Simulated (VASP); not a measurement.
A run of VASP 6.6.1:

INCAR

```
SYSTEM = Ti3Al
ALGO     = Fast           ! electronic algorithm
EDIFF    = 1E-6           ! SCF threshold, eV
ENCUT    = 520            ! plane-wave cutoff, eV
GGA      = PE             ! functional
ISIF     = 2              ! what is computed and relaxed
ISMEAR   = 0              ! smearing method
LASPH    = .True.         ! aspherical terms in the spheres
LCHARG   = .False.        ! write CHGCAR
LREAL    = .False.        ! projectors in reciprocal space
LWAVE    = .False.        ! write WAVECAR
NBANDS   = 28             ! bands
NELM     = 100            ! most SCF steps
PREC     = Accurate       ! precision mode
SIGMA    = 0.15           ! smearing width, eV
```

The input KPOINTS:

```
k-points
0
Gamma
  18 18 6
  0 0 0
```

File POSCAR:

```
Ti3Al
1.0
    3.1938595138      0.0000000000      0.0000000000
   -1.5969297569      2.7659634751      0.0000000000
    0.0000000000      0.0000000000      8.3893107849
Ti Al
3 1
Direct
    0.6666666667      0.3333333333      0.0000000000
    0.3333333333      0.6666666667      0.7504575700
    0.3333333333      0.6666666667      0.2495424300
    0.6666666667      0.3333333333      0.5000000000
```

Potentials or basis: VASP PAW PBE potentials, release 64 (Ti_sv, Al).

Run with:

```bash
$ cat potpaw_PBE.64/Ti_sv/POTCAR potpaw_PBE.64/Al/POTCAR > POTCAR
$ mpirun -np 1 vasp_std > vasp.out
```

Hardware: 1 thread of Intel(R) Xeon(R) 6975P-C (Granite Rapids), on a shared host.

Q: Estimate the wall time of this run.

A: It took 5.6 min on 1 thread of Intel(R) Xeon(R) 6975P-C (Granite Rapids), with other jobs on the host, peak memory 0.37 GiB. Counts: scf iterations 41, k points 148.
